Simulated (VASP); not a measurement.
# WSe2 in VASP: a series of runs

The runs below take WSe2 through single point, with PBEsol.

Program: VASP 6.6.1. These are calculated values, not measurements. Logs are shortened: lines on timing, memory, paths and dates and some standing lists are left out, and cuts for length are marked.

## (1) The cell of the first run

The cell holds a slab with vacuum, 6 atoms: a = 3.271 Å, b = 3.271 Å, c = 23.987 Å, α = 90.00°, β = 90.00°, γ = 120.00°.

## (2) Single point, PBEsol (atom 1 (W) moved by -0.830 Å along [1 0 0] and -0.553 Å along [0 0 1])

INCAR

```
SYSTEM = WSe2
PREC = Accurate
ENCUT = 520
EDIFF = 1E-6
ISMEAR = 0
SIGMA = 0.05
LREAL = .FALSE.
LASPH = .TRUE.
NELM = 100
ALGO = Normal
ISIF = 2
LWAVE = .FALSE.
LCHARG = .TRUE.
GGA = PS
LELF = .TRUE.
LVHAR = .TRUE.
NBANDS = 35
```

KPOINTS

```
regular mesh
0
G
  9 9 2
  0 0 0
```

POSCAR

```
WSe2
1.0
    3.2705808386      0.0000000000      0.0000000000
   -1.6352904193      2.8324060913      0.0000000000
    0.0000000000      0.0000000000     23.9869951139
W Se
2 4
Direct
    0.4128891143      0.3333333333      0.1145554758
    0.3333333333      0.6666666667      0.8623778584
    0.3333333333      0.6666666667      0.2073407565
    0.6666666667      0.3333333333      0.9321940382
    0.3333333333      0.6666666667      0.0678059618
    0.6666666667      0.3333333333      0.7926592435
```

Potentials or basis: VASP PAW PBE potentials, release 64 (W_sv, Se).

The run is started by

```bash
$ cat potpaw_PBE.64/W_sv/POTCAR potpaw_PBE.64/Se/POTCAR > POTCAR
$ mpirun -np 1 vasp_std > vasp.out
```

OUTCAR:

```text
SYSTEM = WSe2
   PREC = Accurate
   ENCUT = 520
   EDIFF = 1E-6
   ISMEAR = 0
   LREAL = .FALSE.
   LASPH = .TRUE.
   NELM = 100
   ISIF = 2
   GGA = PS

 ion  position               nearest neighbor table
   1  0.413  0.333  0.115-   5 1.67   5 2.35   3 2.55   5 2.87   3 3.03
   2  0.333  0.667  0.862-   6 2.52   6 2.52   6 2.52   4 2.52   4 2.52   4 2.52
   3  0.333  0.667  0.207-   1 2.55   1 3.03
   4  0.667  0.333  0.932-   2 2.52   2 2.52   2 2.52
   5  0.333  0.667  0.068-   1 1.67   1 2.35   1 2.87
   6  0.667  0.333  0.793-   2 2.52   2 2.52   2 2.52

  LATTYP: Found a hexagonal cell.
 ALAT       =     3.2705808386
 C/A-ratio  =     7.3341697691

  Lattice vectors:

 A1 = (   3.2705808386,   0.0000000000,   0.0000000000)
 A2 = (  -1.6352904193,   2.8324060913,   0.0000000000)
 A3 = (   0.0000000000,   0.0000000000,  23.9869951139)

Analysis of symmetry for initial positions (statically):
=====================================================================
 Subroutine PRICEL returns:
 Original cell was already a primitive cell.

 Routine SETGRP: Setting up the symmetry group for a
 hexagonal supercell.

 Subroutine GETGRP returns: Found  1 space group operations
 (whereof  1 operations were pure point group operations)
 out of a pool of 24 trial point group operations.

The static configuration has the point symmetry C_1 .

Analysis of symmetry for dynamics (positions and initial velocities):
=====================================================================
 Subroutine PRICEL returns:
 Original cell was already a primitive cell.

 Routine SETGRP: Setting up the symmetry group for a
 hexagonal supercell.

 Subroutine GETGRP returns: Found  1 space group operations
 (whereof  1 operations were pure point group operations)
 out of a pool of 24 trial point group operations.

The dynamic configuration has the point symmetry C_1 .

 Subroutine INISYM returns: Found  1 space group operations
 (whereof  1 operations are pure point group operations),
 and found     1 'primitive' translations

----------------------------------------------------------------------------------------

                                     Primitive cell

  volume of cell :     222.2062

  direct lattice vectors                    reciprocal lattice vectors
     3.270580839  0.000000000  0.000000000     0.305756087  0.176528359  0.000000000
    -1.635290419  2.832406091  0.000000000     0.000000000  0.353056718  0.000000000
     0.000000000  0.000000000 23.986995114     0.000000000  0.000000000  0.041689257

  length of vectors
     3.270580839  3.270580839 23.986995114     0.353056718  0.353056718  0.041689257

  position of ions in fractional coordinates (direct lattice)
     0.412889114  0.333333333  0.114555476
     0.333333333  0.666666667  0.862377858
     0.333333333  0.666666667  0.207340757
     0.666666667  0.333333333  0.932194038
     0.333333333  0.666666667  0.067805962
     0.666666667  0.333333333  0.792659243

  ion indices of the primitive-cell ions
   primitive index   ion index
                 1           1
                 2           2
                 3           3
                 4           4
                 5           5
                 6           6

----------------------------------------------------------------------------------------

 KPOINTS: regular mesh

Automatic generation of k-mesh.
 Grid dimensions read from file:
 generate k-points for:    9    9    2

 Generating k-lattice:

  Cartesian coordinates                     Fractional coordinates (reciprocal lattice)
     0.033972899  0.019614262  0.000000000     0.111111111  0.000000000  0.000000000
     0.000000000  0.039228524  0.000000000     0.000000000  0.111111111  0.000000000
     0.000000000  0.000000000  0.020844628     0.000000000  0.000000000  0.500000000

  Length of vectors
     0.039228524  0.039228524  0.020844628

  Shift w.r.t. Gamma in fractional coordinates (k-lattice)
     0.000000000  0.000000000  0.000000000

 Subroutine IBZKPT returns following result:
 ===========================================

 Found     82 irreducible k-points:

 Following reciprocal coordinates:
            Coordinates               Weight
  0.000000  0.000000  0.000000      1.000000
  0.111111  0.000000  0.000000      2.000000
  0.000000  0.111111  0.000000      2.000000
 -0.111111  0.111111  0.000000      2.000000
  0.222222 -0.000000  0.000000      2.000000
  0.000000  0.222222  0.000000      2.000000
[... 16 lines left out ...]
  0.333333  0.111111  0.000000      2.000000
 -0.111111  0.444444  0.000000      2.000000
 [... further k-points ...]
   k-points           NKPTS =     82   k-points in BZ     NKDIM =     82   number of bands    NBANDS=     35
   number of dos      NEDOS =    301   number of ions     NIONS =      6
   total plane-waves  NPLWV = 103680
   dimension x,y,z NGX =    24 NGY =   24 NGZ =  180
   dimension x,y,z NGXF=    48 NGYF=   48 NGZF=  360
   ions per type =               2   4
   NGX,Y,Z   is equivalent  to a cutoff of  12.20, 12.20, 12.48 a.u.
   NGXF,Y,Z  is equivalent  to a cutoff of  24.40, 24.40, 24.95 a.u.
 SYSTEM =  WSe2
   PREC   = accura    normal or accurate (medium, high low for compatibility)
   ISTART =      0    job   : 0-new  1-cont  2-samecut
   ICHARG =      2    charge: 1-file 2-atom 10-const
   ISPIN  =      1    spin polarized calculation?
   LNONCOLLINEAR =      F non collinear calculations
   LSORBIT =      F    spin-orbit coupling
   LASPH  =      T    aspherical Exc in radial PAW
   ENCUT  =  520.0 eV  38.22 Ry    6.18 a.u.   6.08  6.08 44.60*2*pi/ulx,y,z
   NELM   =    100;   NELMIN=  2; NELMDL= -5     # of ELM steps
   EDIFF  = 0.1E-05   stopping-criterion for ELM
   LREAL  =      F    real-space projection
   EDIFFG = 0.1E-04   stopping-criterion for IOM
   NSW    =      0    number of steps for IOM
   IBRION =     -1    ionic relax: 0-MD 1-quasi-New 2-CG
   NFREE  =      0    steps in history (QN), initial steepest desc. (CG)
   ISIF   =      2    stress and relaxation
   ISYM   =      2    0-nonsym 1-usesym 2-fastsym
   POTIM  = 0.5000    time-step for ionic-motion
   TEBEG  =    0.0;   TEEND  =   0.0 temperature during run
   PSTRESS=    0.0 pullay stress
   NELECT =      52.0000    total number of electrons
   NUPDOWN=      -1.0000    fix difference up-down
   EMIN   =  10.00;   EMAX   =-10.00  energy-range for DOS
   EFERMI =   0.00;   METHOD = LEGACY
   ISMEAR =     0;   SIGMA  =   0.05  broadening in eV -4-tet -1-fermi 0-gaus
   EFERMI_NEDOS =   21; number of points for ismear=-14 and -15
   IALGO  =     38    algorithm
   IMIX   =      4    mixing-type and parameters
     AMIX     =   0.40;   BMIX     =  1.00
     AMIX_MAG =   1.60;   BMIX_MAG =  1.00
  volume/ion in A,a.u.               =      37.03       249.92
  Fermi-wavevector in a.u.,A,eV,Ry     =   1.008844  1.906438 13.847540  1.017765
  Thomas-Fermi vector in A             =   2.141735
   LORBIT       =      0    0 simple, 1 ext, 2 COOP (PROOUT), +10 PAW based schemes
   GGA     = PS    functional components
   LHFCALC =     F    Hartree Fock is set to
   AEXX    =    0.0000 exact exchange contribution
   IVDW    =     0    specifies the selected vdW correction
   LEPSILON=     F    determine dielectric tensor
   LRPA    =     F    only Hartree local field effects (RPA)
 non-spin polarized calculation
 Gauss-broadening in eV      SIGMA  =   0.05
  energy-cutoff  :      520.00
  volume of cell :      222.21
 maximum number of plane-waves:      6072
   NGX = 13   NGY = 13   NGZ = 89

 number of electron      52.0000003 magnetization

 Free energy of the ion-electron system (eV)
  ---------------------------------------------------
  ext. energy  EPLUGINS =         0.00000000
  ---------------------------------------------------
  free energy    TOTEN  =       -31.97597023 eV

  energy without entropy =      -31.97350589  energy(sigma->0) =      -31.97473806

 E-fermi :   1.7902     XC(G=0):  -6.3208

 val. band max:        1.7890204693   @ k =   0.4444  -0.0000   0.0000
 cond. band min:       1.8168459325   @ k =  -0.3333  -0.4444   0.0000
 fundamental gap:      0.0278254632
 Fermi energy:         1.7902371850

 k-point     1 :       0.0000    0.0000    0.0000
  band No.  band energies     occupation
      1     -73.5768      2.00000
      2     -72.5490      2.00000
      3     -38.6051      2.00000
      4     -37.8452      2.00000
      5     -37.6922      2.00000
      6     -37.6911      2.00000
[... 27 lines left out ...]
     34       5.0934      0.00000
     35       5.6215      0.00000

 k-point     2 :       0.1111    0.0000    0.0000
  band No.  band energies     occupation
      1     -73.5755      2.00000
      2     -72.5476      2.00000
      3     -38.6074      2.00000
      4     -37.8395      2.00000
      5     -37.7209      2.00000
      6     -37.6991      2.00000
[... 27 lines left out ...]
     34       5.5501      0.00000
     35       5.8167      0.00000

 k-point     3 :       0.0000    0.1111    0.0000
  band No.  band energies     occupation
      1     -73.5755      2.00000
      2     -72.5469      2.00000
      3     -38.6223      2.00000
      4     -37.8394      2.00000
      5     -37.7215      2.00000
      6     -37.6985      2.00000
[... 27 lines left out ...]
     34       5.5465      0.00000
     35       5.9214      0.00000

 k-point     4 :      -0.1111    0.1111    0.0000
  band No.  band energies     occupation
      1     -73.5755      2.00000
      2     -72.5468      2.00000
      3     -38.6265      2.00000
      4     -37.8394      2.00000
      5     -37.7219      2.00000
      6     -37.6981      2.00000
[... 27 lines left out ...]
     34       5.5498      0.00000
     35       5.9273      0.00000

 k-point     5 :       0.2222   -0.0000    0.0000
  band No.  band energies     occupation
      1     -73.5721      2.00000
      2     -72.5440      2.00000
      3     -38.6134      2.00000
      4     -37.8250      2.00000
      5     -37.7955      2.00000
      6     -37.7167      2.00000
[... 638 lines left out ...]
 k-point    22 :       0.3333   -0.1111    0.0000
  band No.  band energies     occupation
      1     -73.5695      2.00000
      2     -72.5404      2.00000
      3     -38.6420      2.00000
      4     -37.8437      2.00000
      5     -37.8139      2.00000
      6     -37.7386      2.00000
[... 27 lines left out ...]
     34       6.2668      0.00000
     35       6.8616      0.00000

 k-point    23 :       0.3333    0.1111    0.0000
  band No.  band energies     occupation
      1     -73.5664      2.00000
      2     -72.5373      2.00000
      3     -38.6375      2.00000
      4     -37.9064      2.00000
      5     -37.8002      2.00000
      6     -37.7609      2.00000
[... 27 lines left out ...]
     34       5.6743      0.00000
     35       6.1869      0.00000

 k-point    24 :      -0.1111    0.4444    0.0000
  band No.  band energies     occupation
      1     -73.5664      2.00000
      2     -72.5325      2.00000
      3     -38.7631      2.00000
      4     -37.9072      2.00000
      5     -37.8003      2.00000
      6     -37.7601      2.00000
[... 27 lines left out ...]
     34       4.9181      0.00000
     35       6.1873      0.00000

 [... further k-points ...]

------------------------ aborting loop because EDIFF is reached ----------------------------------------

  FORCE on cell =-STRESS in cart. coord.  units (eV):
  Direction    XX          YY          ZZ          XY          YZ          ZX
  --------------------------------------------------------------------------------------
  -------------------------------------------------------------------------------------
  Total       21.1875924     30.8220799     38.6848003    -25.3195884    -30.7550003     27.0198519
  in kB      152.7692468    222.2369510    278.9296531   -182.5622455   -221.7532860    194.8216836
  external PRESSURE =     217.9786170 kB  Pullay stress =       0.0000000 kB

 VOLUME and BASIS-vectors are now :
 -----------------------------------------------------------------------------
  energy-cutoff  :      520.00
  volume of cell :      222.21
      direct lattice vectors                 reciprocal lattice vectors
     3.270580839  0.000000000  0.000000000     0.305756087  0.176528359  0.000000000
    -1.635290419  2.832406091  0.000000000     0.000000000  0.353056718  0.000000000
     0.000000000  0.000000000 23.986995114     0.000000000  0.000000000  0.041689257

 POSITION                                       TOTAL-FORCE (eV/Angst)
 -----------------------------------------------------------------------------------
      0.80529      0.94414      2.74784        24.149843    -26.971701     37.288202
     -0.00000      1.88827     20.68585        -0.001108      0.016344     -0.015592
     -0.00000      1.88827      4.97348        -0.007519     -0.126057     -1.011883
      1.63529      0.94414     22.36053         0.007525      0.006021      0.082752
     -0.00000      1.88827      1.62646       -24.151184     27.077229    -36.270267
      1.63529      0.94414     19.01351         0.002443     -0.001835     -0.073212
 -----------------------------------------------------------------------------------
    total drift:                                0.000012     -0.000057      0.000492

  FREE ENERGIE OF THE ION-ELECTRON SYSTEM (eV)
  ---------------------------------------------------
  free  energy   TOTEN  =       -31.9759702306 eV

  energy  without entropy=      -31.9735058851  energy(sigma->0) =      -31.97473806
```

Run time: 9.8 min. Hardware: 1 thread of AMD EPYC 9R45 (Zen 5), shared host; peak memory 0.64 GiB.

What came out:

| Item | Value |
| --- | --- |
| Free energy | -31.9760 eV |
| Largest force | 51.972 eV/Å |
| Band gap on the k mesh | zero (bands 26 and 27 overlap by 0.79 eV) |

Forces in eV/Å, atoms in the order of the input:
```
W    24.150 -26.972  37.288
W    -0.001   0.016  -0.016
Se   -0.008  -0.126  -1.012
Se    0.008   0.006   0.083
Se  -24.151  27.077 -36.270
Se    0.002  -0.002  -0.073
```

Caveat: the cell differs from its parent crystal (atom 1 (W) moved by -0.830 Å along [1 0 0] and -0.553 Å along [0 0 1]); atoms lie so close that the PAW spheres overlap strongly, which falsifies energies and pressures; the PAW data sets were made with another functional, which shifts forces and pressure a little; spin-orbit coupling is left out, which moves the levels of the heavy elements.

[end of part 1 of 3]
